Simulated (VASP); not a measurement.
# Te (Im-3m) in VASP: a series of runs

The runs below take Te through single point, with LDA.

All numbers are computed with VASP 6.6.1; they aren't measurements. Logs are shortened: lines on timing, memory, paths and dates and some standing lists are left out, and cuts for length are marked.

### Step 1. The cell of the first run

It takes space group Im-3m (No. 229, cubic). Conventional cell: a = 3.762 Å, b = 3.762 Å, c = 3.762 Å, α = 90.00°, β = 90.00°, γ = 90.00°. Within 4.3 Å of Te (site symmetry m-3m) lie 14 Te at 3.26 to 3.76 Å.

This isn't the form of Te at room conditions, which is trigonal, of chains.

### Step 2. Single point, LDA

File INCAR:

```
SYSTEM = Te
PREC = Accurate
ENCUT = 520
EDIFF = 1E-7
ISMEAR = -1
SIGMA = 0.1
LREAL = .FALSE.
LASPH = .TRUE.
NELM = 100
ALGO = Normal
ISIF = 2
LWAVE = .FALSE.
LCHARG = .FALSE.
NBANDS = 9
```

File KPOINTS:

```
Automatic mesh
0
G
  11 11 11
  0 0 0
```

File POSCAR:

```
Te
1.0
   -1.8808997586      1.8808997586      1.8808997586
    1.8808997586     -1.8808997586      1.8808997586
    1.8808997586      1.8808997586     -1.8808997586
Te
1
Direct
    0.0000000000      0.0000000000      0.0000000000
```

Potentials or basis: VASP PAW LDA potentials, release 64 (Te).

Run with:

```
$ cat potpaw_LDA.64/Te/POTCAR > POTCAR
$ mpirun -np 1 vasp_std > vasp.out
```

OUTCAR:

```text
SYSTEM = Te
   PREC = Accurate
   ENCUT = 520
   EDIFF = 1E-7
   ISMEAR = -1
   LREAL = .FALSE.
   LASPH = .TRUE.
   NELM = 100
   ISIF = 2

 ion  position               nearest neighbor table
   1  0.000  0.000  0.000-

  LATTYP: Found a body centered cubic cell.
 ALAT       =     3.7617995172

  Lattice vectors:

 A1 = (  -1.8808997586,   1.8808997586,   1.8808997586)
 A2 = (   1.8808997586,  -1.8808997586,   1.8808997586)
 A3 = (   1.8808997586,   1.8808997586,  -1.8808997586)

Analysis of symmetry for initial positions (statically):
=====================================================================
 Subroutine PRICEL returns:
 Original cell was already a primitive cell.

 Routine SETGRP: Setting up the symmetry group for a
 body centered cubic supercell.

 Subroutine GETGRP returns: Found 48 space group operations
 (whereof 48 operations were pure point group operations)
 out of a pool of 48 trial point group operations.

The static configuration has the point symmetry O_h .

Analysis of symmetry for dynamics (positions and initial velocities):
=====================================================================
 Subroutine PRICEL returns:
 Original cell was already a primitive cell.

 Routine SETGRP: Setting up the symmetry group for a
 body centered cubic supercell.

 Subroutine GETGRP returns: Found 48 space group operations
 (whereof 48 operations were pure point group operations)
 out of a pool of 48 trial point group operations.

The dynamic configuration has the point symmetry O_h .

 Subroutine INISYM returns: Found 48 space group operations
 (whereof 48 operations are pure point group operations),
 and found     1 'primitive' translations

----------------------------------------------------------------------------------------

                                     Primitive cell

  volume of cell :      26.6169

  direct lattice vectors                    reciprocal lattice vectors
    -1.880899759  1.880899759  1.880899759     0.000000000  0.265830222  0.265830222
     1.880899759 -1.880899759  1.880899759     0.265830222  0.000000000  0.265830222
     1.880899759  1.880899759 -1.880899759     0.265830222  0.265830222  0.000000000

  length of vectors
     3.257813946  3.257813946  3.257813946     0.375940705  0.375940705  0.375940705

  position of ions in fractional coordinates (direct lattice)
     0.000000000  0.000000000  0.000000000

  ion indices of the primitive-cell ions
   primitive index   ion index
                 1           1

----------------------------------------------------------------------------------------

 KPOINTS: Automatic mesh

Automatic generation of k-mesh.
 Grid dimensions read from file:
 generate k-points for:   11   11   11

 Generating k-lattice:

  Cartesian coordinates                     Fractional coordinates (reciprocal lattice)
     0.000000000  0.024166384  0.024166384     0.090909091  0.000000000  0.000000000
     0.024166384  0.000000000  0.024166384     0.000000000  0.090909091  0.000000000
     0.024166384  0.024166384  0.000000000     0.000000000  0.000000000  0.090909091

  Length of vectors
     0.034176428  0.034176428  0.034176428

  Shift w.r.t. Gamma in fractional coordinates (k-lattice)
     0.000000000  0.000000000  0.000000000

 Subroutine IBZKPT returns following result:
 ===========================================

 Found     56 irreducible k-points:

 Following reciprocal coordinates:
            Coordinates               Weight
  0.000000  0.000000  0.000000      1.000000
  0.090909  0.000000  0.000000     12.000000
  0.181818  0.000000  0.000000     12.000000
  0.272727  0.000000  0.000000     12.000000
  0.363636  0.000000  0.000000     12.000000
  0.454545  0.000000  0.000000     12.000000
[... 16 lines left out ...]
  0.272727  0.181818  0.090909     48.000000
  0.363636  0.181818  0.090909     24.000000
 [... further k-points ...]
   k-points           NKPTS =     56   k-points in BZ     NKDIM =     56   number of bands    NBANDS=      9
   number of dos      NEDOS =    301   number of ions     NIONS =      1
   total plane-waves  NPLWV =  13824
   dimension x,y,z NGX =    24 NGY =   24 NGZ =   24
   dimension x,y,z NGXF=    48 NGYF=   48 NGZF=   48
   ions per type =               1
   NGX,Y,Z   is equivalent  to a cutoff of  12.25, 12.25, 12.25 a.u.
   NGXF,Y,Z  is equivalent  to a cutoff of  24.49, 24.49, 24.49 a.u.
 SYSTEM =  Te
   PREC   = accura    normal or accurate (medium, high low for compatibility)
   ISTART =      0    job   : 0-new  1-cont  2-samecut
   ICHARG =      2    charge: 1-file 2-atom 10-const
   ISPIN  =      1    spin polarized calculation?
   LNONCOLLINEAR =      F non collinear calculations
   LSORBIT =      F    spin-orbit coupling
   LASPH  =      T    aspherical Exc in radial PAW
   ENCUT  =  520.0 eV  38.22 Ry    6.18 a.u.   6.06  6.06  6.06*2*pi/ulx,y,z
   NELM   =    100;   NELMIN=  2; NELMDL= -5     # of ELM steps
   EDIFF  = 0.1E-06   stopping-criterion for ELM
   LREAL  =      F    real-space projection
   EDIFFG = 0.1E-05   stopping-criterion for IOM
   NSW    =      0    number of steps for IOM
   IBRION =     -1    ionic relax: 0-MD 1-quasi-New 2-CG
   NFREE  =      0    steps in history (QN), initial steepest desc. (CG)
   ISIF   =      2    stress and relaxation
   ISYM   =      2    0-nonsym 1-usesym 2-fastsym
   POTIM  = 0.5000    time-step for ionic-motion
   TEBEG  =    0.0;   TEEND  =   0.0 temperature during run
   PSTRESS=    0.0 pullay stress
   NELECT =       6.0000    total number of electrons
   NUPDOWN=      -1.0000    fix difference up-down
   EMIN   =  10.00;   EMAX   =-10.00  energy-range for DOS
   EFERMI =   0.00;   METHOD = LEGACY
   ISMEAR =    -1;   SIGMA  =   0.10  broadening in eV -4-tet -1-fermi 0-gaus
   EFERMI_NEDOS =   21; number of points for ismear=-14 and -15
   IALGO  =     38    algorithm
   IMIX   =      4    mixing-type and parameters
     AMIX     =   0.40;   BMIX     =  1.00
     AMIX_MAG =   1.60;   BMIX_MAG =  1.00
  volume/ion in A,a.u.               =      26.62       179.62
  Fermi-wavevector in a.u.,A,eV,Ry     =   0.996337  1.882804 13.506333  0.992687
  Thomas-Fermi vector in A             =   2.128419
   LORBIT       =      0    0 simple, 1 ext, 2 COOP (PROOUT), +10 PAW based schemes
   GGA     = CA    functional components
   LHFCALC =     F    Hartree Fock is set to
   AEXX    =    0.0000 exact exchange contribution
   IVDW    =     0    specifies the selected vdW correction
   LEPSILON=     F    determine dielectric tensor
   LRPA    =     F    only Hartree local field effects (RPA)
 non-spin polarized calculation
  energy-cutoff  :      520.00
  volume of cell :       26.62
 maximum number of plane-waves:       726
   NGX = 13   NGY = 13   NGZ = 13

 number of electron       5.9999999 magnetization

 Free energy of the ion-electron system (eV)
  ---------------------------------------------------
  ext. energy  EPLUGINS =         0.00000000
  ---------------------------------------------------
  free energy    TOTEN  =        -3.58070752 eV

  energy without entropy =       -3.54963571  energy(sigma->0) =       -3.56517162

 E-fermi :   8.7857     XC(G=0): -10.5245

 val. band max:        8.7213122417   @ k =  -0.3636   0.3636   0.0909
 cond. band min:       8.8022478065   @ k =   0.1818   0.1818   0.0909
 fundamental gap:      0.0809355648
 Fermi energy:         8.7857138071

 k-point     1 :       0.0000    0.0000    0.0000
  band No.  band energies     occupation
      1      -5.7417      2.00000
      2      11.9877      0.00000
      3      11.9877      0.00000
      4      11.9877      0.00000
      5      18.6637      0.00000
      6      18.6637      0.00000
      7      18.6637      0.00000
      8      19.2982      0.00000
      9      20.5982      0.00000

 k-point     2 :       0.0909    0.0000    0.0000
  band No.  band energies     occupation
      1      -5.5801      2.00000
      2      10.8876      0.00000
      3      11.5752      0.00000
      4      11.8970      0.00000
      5      17.8459      0.00000
      6      17.8904      0.00000
      7      19.3229      0.00000
      8      19.7799      0.00000
      9      19.8273      0.00000

 k-point     3 :       0.1818    0.0000    0.0000
  band No.  band energies     occupation
      1      -5.1017      2.00000
      2       8.6204      1.67874
      3      10.6973      0.00000
      4      11.6474      0.00000
      5      16.4348      0.00000
      6      16.8408      0.00000
      7      19.5272      0.00000
      8      20.0647      0.00000
      9      20.9386      0.00000

 k-point     4 :       0.2727    0.0000    0.0000
  band No.  band energies     occupation
      1      -4.3343      2.00000
      2       6.1875      2.00000
      3       9.8168      0.00007
      4      11.3169      0.00000
      5      15.3589      0.00000
      6      16.0079      0.00000
      7      19.8193      0.00000
      8      20.7086      0.00000
      9      23.0399      0.00000

 k-point     5 :       0.3636    0.0000    0.0000
  band No.  band energies     occupation
      1      -3.3655      2.00000
      2       4.0127      2.00000
      3       9.1556      0.04831
      4      11.0176      0.00000
      5      14.6600      0.00000
      6      15.4451      0.00000
      7      20.5909      0.00000
      8      21.6395      0.00000
      9      25.3975      0.00000

 k-point     6 :       0.4545    0.0000    0.0000
  band No.  band energies     occupation
      1      -2.5027      2.00000
      2       2.5251      2.00000
      3       8.8071      0.89326
      4      10.8437      0.00000
      5      14.3171      0.00000
      6      15.1626      0.00000
      7      21.5679      0.00000
      8      22.8366      0.00000
      9      24.1448      0.00000
[... 169 lines left out ...]
 k-point    21 :      -0.0909    0.0909    0.0909
  band No.  band energies     occupation
      1      -5.4189      2.00000
      2      10.5864      0.00000
      3      11.1517      0.00000
      4      11.1517      0.00000
      5      17.6708      0.00000
      6      18.3026      0.00000
      7      18.3026      0.00000
      8      18.9142      0.00000
      9      20.2767      0.00000

 k-point    22 :       0.1818    0.1818    0.0909
  band No.  band energies     occupation
      1      -3.2307      2.00000
      2       4.7598      2.00000
      3       7.4728      2.00000
      4       8.8022      0.91752
      5      17.6321      0.00000
      6      18.5298      0.00000
      7      21.2540      0.00000
      8      21.3279      0.00000
      9      22.6815      0.00000

 k-point    23 :       0.2727    0.1818    0.0909
  band No.  band energies     occupation
      1      -2.3813      2.00000
      2       3.6778      2.00000
      3       6.3344      2.00000
      4       8.3325      1.97871
      5      17.7574      0.00000
      6      19.0940      0.00000
      7      21.5890      0.00000
      8      23.0244      0.00000
      9      23.9475      0.00000

 k-point    24 :       0.3636    0.1818    0.0909
  band No.  band energies     occupation
      1      -1.9602      2.00000
      2       3.1519      2.00000
      3       5.9583      2.00000
      4       8.1817      1.99525
      5      17.7472      0.00000
      6      19.2530      0.00000
      7      22.3600      0.00000
      8      22.6699      0.00000
      9      24.8851      0.00000

 [... further k-points ...]
[... 5 lines left out ...]
  --------------------------------------------------------------------------------------
  -------------------------------------------------------------------------------------
  Total        0.0032603      0.0032603      0.0032603     -0.0000000      0.0000000      0.0000000
  in kB        0.1962490      0.1962490      0.1962490     -0.0000000      0.0000000      0.0000000
  external PRESSURE =       0.1962490 kB  Pullay stress =       0.0000000 kB

 VOLUME and BASIS-vectors are now :
 -----------------------------------------------------------------------------
  energy-cutoff  :      520.00
  volume of cell :       26.62
      direct lattice vectors                 reciprocal lattice vectors
    -1.880899759  1.880899759  1.880899759     0.000000000  0.265830222  0.265830222
     1.880899759 -1.880899759  1.880899759     0.265830222  0.000000000  0.265830222
     1.880899759  1.880899759 -1.880899759     0.265830222  0.265830222  0.000000000

 POSITION                                       TOTAL-FORCE (eV/Angst)
 -----------------------------------------------------------------------------------
      0.00000      0.00000      0.00000         0.000000      0.000000      0.000000
 -----------------------------------------------------------------------------------
    total drift:                                0.000000      0.000000      0.000000

  FREE ENERGIE OF THE ION-ELECTRON SYSTEM (eV)
  ---------------------------------------------------
  free  energy   TOTEN  =        -3.5807075221 eV

  energy  without entropy=       -3.5496357105  energy(sigma->0) =       -3.56517162
```

Wall time 15 s (1 thread of Intel Xeon 8259CL, shared host); peak memory 0.13 GiB.

What came out:

```
Free energy            : -3.5807 eV
Pressure               : 0.0 GPa
Band gap on the k mesh : zero (bands 3 and 4 overlap by 6.39 eV)
```

Caveat: spin-orbit coupling is left out, which moves the levels of the heavy elements.

### Step 3. Single point, LDA (23.42 Å³/atom)

This run uses another cell than the first one, of 23.42 Å³/atom.

File INCAR:

```
SYSTEM = Te
ALGO = Normal ; EDIFF = 1E-6
ENCUT = 520 ; GGA = CA
ISIF = 2 ; ISMEAR = -1
LASPH = .TRUE. ; LCHARG = .FALSE.
LREAL = .FALSE. ; LWAVE = .FALSE.
NBANDS = 9 ; NELM = 80
PREC = Accurate ; SIGMA = 0.1
```

File KPOINTS:

```
k-points
0
G
  13 13 13
  0 0 0
```

File POSCAR:

```
Te
1.0
   -1.8024360905      1.8024360905      1.8024360905
    1.8024360905     -1.8024360905      1.8024360905
    1.8024360905      1.8024360905     -1.8024360905
Te
1
Direct
    0.0000000000      0.0000000000      0.0000000000
```

Potentials or basis: VASP PAW LDA potentials, release 64 (Te).

Run with:

```
$ cat potpaw_LDA.64/Te/POTCAR > POTCAR
$ mpirun -np 1 vasp_std > vasp.out
```

Run time: 19 s. Hardware: 1 thread of Intel Xeon 8259CL, shared host; peak memory 0.14 GiB.

The run converged. Its results:

```
Free energy            : -3.4908 eV
Pressure               : 12.1 GPa
Band gap on the k mesh : zero (bands 3 and 4 overlap by 7.99 eV)
```

Levels at points of the mesh, in eV from the Fermi level:
| k point | band 1 | band 2 | band 3 | band 4 | band 5 | band 6 | band 7 |
| --- | --- | --- | --- | --- | --- | --- | --- |
| (0.00, 0.00, 0.00) | -15.60 | 4.11 | 4.11 | 4.11 | 10.29 | 10.29 | 10.29 |

Caveat: the cell stands under pressure; spin-orbit coupling is left out, which moves the levels of the heavy elements.
